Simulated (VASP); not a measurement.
# Si (Pmma) in VASP: single point with r2SCAN

Aim: the single point of Si with r2SCAN.

Everything below comes from runs of VASP 6.6.1. Logs are shortened: lines on timing, memory, paths and dates and some standing lists are left out, and cuts for length are marked.

## Step 1: The cell of the first run

It takes space group Pmma (No. 51, orthorhombic). The conventional cell has a = 2.629 Å, b = 2.494 Å, c = 4.554 Å, α = 90.00°, β = 90.00°, γ = 90.00°. Within 3.3 Å of Si (site symmetry mm2) lie 8 Si at 2.49 to 2.69 Å.

## Step 2: Single point, r2SCAN (mode 6 (284.8 1/cm) frozen in, largest displacement +0.037 Å)

File POSCAR:

```
Si
1.0
    0.0000000000      0.0000000000      2.4937990725
    2.6290009028      0.0000000000      0.0000000000
   -0.0000000001      4.5535631368      0.0000000000
Si
2
Direct
    0.0000000000      0.0000000000     -0.0082353091
    0.0000000000      0.5000000000      0.5082353091
```

File INCAR.step1:

```
SYSTEM = Si
  ALGO = Normal
  EDIFF = 1E-4
  ENCUT = 520
  GGA = PE
  ISMEAR = 0
  LASPH = .TRUE.
  LCHARG = .FALSE.
  LREAL = .FALSE.
  LWAVE = .TRUE.
  NBANDS = 11
  NELM = 80
  PREC = Accurate
  SIGMA = 0.15
```

File INCAR.step2:

```
SYSTEM = Si
  ALGO = Normal
  EDIFF = 1E-6
  ENCUT = 520
  ISIF = 2
  ISMEAR = 0
  ISTART = 1
  LASPH = .TRUE.
  LCHARG = .FALSE.
  LMIXTAU = .TRUE.
  LREAL = .FALSE.
  LWAVE = .FALSE.
  METAGGA = R2SCAN
  NBANDS = 11
  NELM = 80
  PREC = Accurate
  SIGMA = 0.15
```

File KPOINTS:

```
k-points
0
G
  24 22 14
  0 0 0
```

Potentials or basis: VASP PAW PBE potentials, release 64 (Si).

On the command line:

```sh
> cat potpaw_PBE.64/Si/POTCAR > POTCAR
> cp INCAR.step1 INCAR
> mpirun -np 1 vasp_std > vasp.out
> cp INCAR.step2 INCAR
> mpirun -np 1 vasp_std > vasp.out
```

OUTCAR:

```text
SYSTEM = Si
   EDIFF = 1E-6
   ENCUT = 520
   ISIF = 2
   ISMEAR = 0
   ISTART = 1
   LASPH = .TRUE.
   LREAL = .FALSE.
   METAGGA = R2SCAN
   NELM = 80
   PREC = Accurate

 ion  position               nearest neighbor table
   1  0.000  0.000  0.992-   2 2.56   2 2.56   2 2.69   2 2.69
   2  0.000  0.500  0.508-   1 2.56   1 2.56   1 2.69   1 2.69

  LATTYP: Found a simple orthorhombic cell.
 ALAT       =     2.4937990725
 B/A-ratio  =     1.0542152059
 C/A-ratio  =     1.8259542988

  Lattice vectors:

 A1 = (   0.0000000000,   0.0000000000,   2.4937990725)
 A2 = (   2.6290009028,   0.0000000000,   0.0000000000)
 A3 = (  -0.0000000001,   4.5535631368,   0.0000000000)

Analysis of symmetry for initial positions (statically):
=====================================================================
 Subroutine PRICEL returns:
 Original cell was already a primitive cell.

 Routine SETGRP: Setting up the symmetry group for a
 simple orthorhombic supercell.

 Subroutine GETGRP returns: Found  8 space group operations
 (whereof  4 operations were pure point group operations)
 out of a pool of  8 trial point group operations.

The static configuration has the point symmetry C_2v.
 The point group associated with its full space group is D_2h.

Analysis of symmetry for dynamics (positions and initial velocities):
=====================================================================
 Subroutine PRICEL returns:
 Original cell was already a primitive cell.

 Routine SETGRP: Setting up the symmetry group for a
 simple orthorhombic supercell.

 Subroutine GETGRP returns: Found  8 space group operations
 (whereof  4 operations were pure point group operations)
 out of a pool of  8 trial point group operations.

The dynamic configuration has the point symmetry C_2v.
 The point group associated with its full space group is D_2h.

 Subroutine INISYM returns: Found  8 space group operations
 (whereof  4 operations are pure point group operations),
 and found     1 'primitive' translations

----------------------------------------------------------------------------------------

                                     Primitive cell

  volume of cell :      29.8541

  direct lattice vectors                    reciprocal lattice vectors
     0.000000000  0.000000000  2.493799072     0.000000000  0.000000000  0.400994615
     2.629000903  0.000000000  0.000000000     0.380372635  0.000000000  0.000000000
    -0.000000000  4.553563137  0.000000000     0.000000000  0.219608243  0.000000000

  length of vectors
     2.493799072  2.629000903  4.553563137     0.400994615  0.380372635  0.219608243

  position of ions in fractional coordinates (direct lattice)
     0.000000000  0.000000000  0.991764691
     0.000000000  0.500000000  0.508235309

  ion indices of the primitive-cell ions
   primitive index   ion index
                 1           1
                 2           2

----------------------------------------------------------------------------------------

 KPOINTS: k-points

Automatic generation of k-mesh.
 Grid dimensions read from file:
 generate k-points for:   24   22   14

 Generating k-lattice:

  Cartesian coordinates                     Fractional coordinates (reciprocal lattice)
     0.000000000  0.000000000  0.016708109     0.041666667  0.000000000  0.000000000
     0.017289665  0.000000000  0.000000000     0.000000000  0.045454545  0.000000000
     0.000000000  0.015686303  0.000000000     0.000000000  0.000000000  0.071428571

  Length of vectors
     0.016708109  0.017289665  0.015686303

  Shift w.r.t. Gamma in fractional coordinates (k-lattice)
     0.000000000  0.000000000  0.000000000

 Subroutine IBZKPT returns following result:
 ===========================================

 Found   1248 irreducible k-points:

 Following reciprocal coordinates:
            Coordinates               Weight
  0.000000  0.000000  0.000000      1.000000
  0.041667  0.000000  0.000000      2.000000
  0.083333  0.000000  0.000000      2.000000
  0.125000  0.000000  0.000000      2.000000
  0.166667  0.000000  0.000000      2.000000
  0.208333  0.000000  0.000000      2.000000
[... 16 lines left out ...]
  0.375000  0.045455 -0.000000      4.000000
  0.416667  0.045455 -0.000000      4.000000
 [... further k-points ...]
   k-points           NKPTS =   1248   k-points in BZ     NKDIM =   1248   number of bands    NBANDS=     11
   number of dos      NEDOS =    301   number of ions     NIONS =      2
   total plane-waves  NPLWV =  14400
   dimension x,y,z NGX =    20 NGY =   20 NGZ =   36
   dimension x,y,z NGXF=    40 NGYF=   40 NGZF=   72
   ions per type =               2
   NGX,Y,Z   is equivalent  to a cutoff of  13.33, 12.65, 13.14 a.u.
   NGXF,Y,Z  is equivalent  to a cutoff of  26.67, 25.29, 26.29 a.u.
 SYSTEM =  Si
   PREC   = accura    normal or accurate (medium, high low for compatibility)
   ISTART =      1    job   : 0-new  1-cont  2-samecut
   ICHARG =      0    charge: 1-file 2-atom 10-const
   ISPIN  =      1    spin polarized calculation?
   LNONCOLLINEAR =      F non collinear calculations
   LSORBIT =      F    spin-orbit coupling
   LASPH  =      T    aspherical Exc in radial PAW
   ENCUT  =  520.0 eV  38.22 Ry    6.18 a.u.   4.64  4.89  8.47*2*pi/ulx,y,z
   NELM   =     80;   NELMIN=  2; NELMDL=  0     # of ELM steps
   EDIFF  = 0.1E-05   stopping-criterion for ELM
   LREAL  =      F    real-space projection
   EDIFFG = 0.1E-04   stopping-criterion for IOM
   NSW    =      0    number of steps for IOM
   IBRION =     -1    ionic relax: 0-MD 1-quasi-New 2-CG
   NFREE  =      0    steps in history (QN), initial steepest desc. (CG)
   ISIF   =      2    stress and relaxation
   ISYM   =      2    0-nonsym 1-usesym 2-fastsym
   POTIM  = 0.5000    time-step for ionic-motion
   TEBEG  =    0.0;   TEEND  =   0.0 temperature during run
   PSTRESS=    0.0 pullay stress
   NELECT =       8.0000    total number of electrons
   NUPDOWN=      -1.0000    fix difference up-down
   EMIN   =  10.00;   EMAX   =-10.00  energy-range for DOS
   EFERMI =   0.00;   METHOD = LEGACY
   ISMEAR =     0;   SIGMA  =   0.15  broadening in eV -4-tet -1-fermi 0-gaus
   EFERMI_NEDOS =   21; number of points for ismear=-14 and -15
   IALGO  =     38    algorithm
   IMIX   =      4    mixing-type and parameters
     AMIX     =   0.40;   BMIX     =  1.00
     AMIX_MAG =   1.60;   BMIX_MAG =  1.00
  volume/ion in A,a.u.               =      14.93       100.73
  Fermi-wavevector in a.u.,A,eV,Ry     =   1.055448  1.994508 15.156498  1.113971
  Thomas-Fermi vector in A             =   2.190647
   LORBIT       =      0    0 simple, 1 ext, 2 COOP (PROOUT), +10 PAW based schemes
   METAGGA = R2SCAN    functional components
   LHFCALC =     F    Hartree Fock is set to
   AEXX    =    0.0000 exact exchange contribution
   IVDW    =     0    specifies the selected vdW correction
   LEPSILON=     F    determine dielectric tensor
   LRPA    =     F    only Hartree local field effects (RPA)
 non-spin polarized calculation
 Gauss-broadening in eV      SIGMA  =   0.15
  energy-cutoff  :      520.00
  volume of cell :       29.85
 maximum number of plane-waves:       828
 NGX is ok and might be reduce to    20
   NGX =  9   NGY =  9   NGZ = 17

 number of electron       8.0000000 magnetization

 Free energy of the ion-electron system (eV)
  ---------------------------------------------------
  ext. energy  EPLUGINS =         0.00000000
  ---------------------------------------------------
  free energy    TOTEN  =       -16.64181189 eV

  energy without entropy =      -16.63311958  energy(sigma->0) =      -16.63746574

 E-fermi :   9.4980     XC(G=0): -11.5858

 val. band max:        9.4942203213   @ k =   0.0833   0.2273   0.5000
 cond. band min:       9.4989039198   @ k =   0.5000   0.5000   0.2143
 fundamental gap:      0.0046835985
 Fermi energy:         9.4979590694

 k-point     1 :       0.0000    0.0000    0.0000
  band No.  band energies     occupation
      1      -5.2977      2.00000
      2       1.5926      2.00000
      3       2.4022      2.00000
      4      14.9687      0.00000
      5      16.3812      0.00000
      6      17.2493      0.00000
      7      17.5119      0.00000
      8      20.5185      0.00000
      9      20.5269      0.00000
     10      22.5301      0.00000
     11      22.5375      0.00000

 k-point     2 :       0.0417    0.0000    0.0000
  band No.  band energies     occupation
      1      -5.2558      2.00000
      2       1.6343      2.00000
      3       2.4403      2.00000
      4      15.0042      0.00000
      5      15.7644      0.00000
      6      16.3494      0.00000
      7      18.9893      0.00000
      8      20.5517      0.00000
      9      20.5576      0.00000
     10      22.3983      0.00000
     11      22.5641      0.00000

 k-point     3 :       0.0833    0.0000    0.0000
  band No.  band energies     occupation
      1      -5.1304      2.00000
      2       1.7594      2.00000
      3       2.5540      2.00000
      4      14.1692      0.00000
      5      15.1107      0.00000
      6      16.2302      0.00000
      7      20.5563      0.00000
      8      20.6438      0.00000
      9      20.6513      0.00000
     10      21.6298      0.00000
     11      22.6660      0.00000
[... 267 lines left out ...]
 k-point    23 :       0.3750    0.0455   -0.0000
  band No.  band energies     occupation
      1      -1.9716      2.00000
      2       4.3888      2.00000
      3       4.9488      2.00000
      4       5.2666      2.00000
      5      10.4347      0.00000
      6      13.1272      0.00000
      7      17.0128      0.00000
      8      22.0912      0.00000
      9      22.4886      0.00000
     10      22.6977      0.00000
     11      23.6659      0.00000

 k-point    24 :       0.4167    0.0455   -0.0000
  band No.  band energies     occupation
      1      -1.2753      2.00000
      2       3.3164      2.00000
      3       5.7046      2.00000
      4       5.7584      2.00000
      5       9.3899      1.69155
      6      12.2206      0.00000
      7      17.5068      0.00000
      8      22.5793      0.00000
      9      22.7875      0.00000
     10      23.0119      0.00000
     11      23.1962      0.00000

 [... further k-points ...]

------------------------ aborting loop because EDIFF is reached ----------------------------------------

  FORCE on cell =-STRESS in cart. coord.  units (eV):
  Direction    XX          YY          ZZ          XY          YZ          ZX
  --------------------------------------------------------------------------------------
  -------------------------------------------------------------------------------------
  Total        0.2657579      0.2824201     -0.3976909     -0.0000000      0.0000000      0.0000000
  in kB       14.2624199     15.1566305    -21.3428604     -0.0000000      0.0000000      0.0000000
  external PRESSURE =       2.6920633 kB  Pullay stress =       0.0000000 kB

 VOLUME and BASIS-vectors are now :
 -----------------------------------------------------------------------------
  energy-cutoff  :      520.00
  volume of cell :       29.85
      direct lattice vectors                 reciprocal lattice vectors
     0.000000000  0.000000000  2.493799072     0.000000000  0.000000000  0.400994615
     2.629000903  0.000000000  0.000000000     0.380372635  0.000000000  0.000000000
    -0.000000000  4.553563137  0.000000000     0.000000000  0.219608243  0.000000000

 POSITION                                       TOTAL-FORCE (eV/Angst)
 -----------------------------------------------------------------------------------
     -0.00000      4.51606      0.00000        -0.000000      0.322359      0.000000
      1.31450      2.31428      0.00000         0.000000     -0.322359      0.000000
 -----------------------------------------------------------------------------------
    total drift:                                0.000000     -0.000000      0.000000

  FREE ENERGIE OF THE ION-ELECTRON SYSTEM (eV)
  ---------------------------------------------------
  free  energy   TOTEN  =       -16.6418118947 eV

  energy  without entropy=      -16.6331195838  energy(sigma->0) =      -16.63746574
```

Run time: 30 min. Hardware: 1 thread of AMD EPYC 7R13, shared host; peak memory 0.38 GiB.

What came out:

```yaml
Free_energy: -16.6418 eV
Pressure: 0.3 GPa
Largest_force: 0.322 eV/Å
Band_gap_on_the_k_mesh: zero (band 4 reaches 15.29 eV, above the bottom of band 5 at 7.44 eV)
```

Forces in eV/Å, atoms in the order of the input:
```
Si   0.000  0.322  0.000
Si   0.000 -0.322  0.000
```

Stress tensor (GPa, compression positive):
```
 1.43  0.00  0.00
 0.00  1.52  0.00
 0.00  0.00 -2.13
```

Levels at points of the mesh, in eV from the Fermi level:
```
           k point  band 2  band 3  band 4  band 5  band 6  band 7
(0.00, 0.00, 0.00)   -7.91   -7.10    5.47    6.88    7.75    8.01
(0.50, 0.00, 0.00)   -7.50   -3.25   -2.22   -1.99    1.81    9.24
(0.00, 0.50, 0.00)   -9.35   -2.62   -2.62   -1.78   -1.78   12.52
(0.50, 0.50, 0.00)   -4.50   -2.76   -2.76    1.88    1.88    3.42
(0.00, 0.00, 0.50)  -12.66    0.85    1.34    6.76    7.40    7.86
(0.50, 0.00, 0.50)   -7.69   -6.05   -5.56    5.56    6.11    8.45
(0.00, 0.50, 0.50)   -8.00   -7.03   -7.03    5.49    5.49    6.93
(0.50, 0.50, 0.50)   -3.36   -2.25   -2.25   -1.91   -1.91    1.81
```

Caveat: the cell differs from its parent crystal (mode 6 (284.8 1/cm) frozen in, largest displacement +0.037 Å); the PAW data sets were made with another functional, which shifts forces and pressure a little.
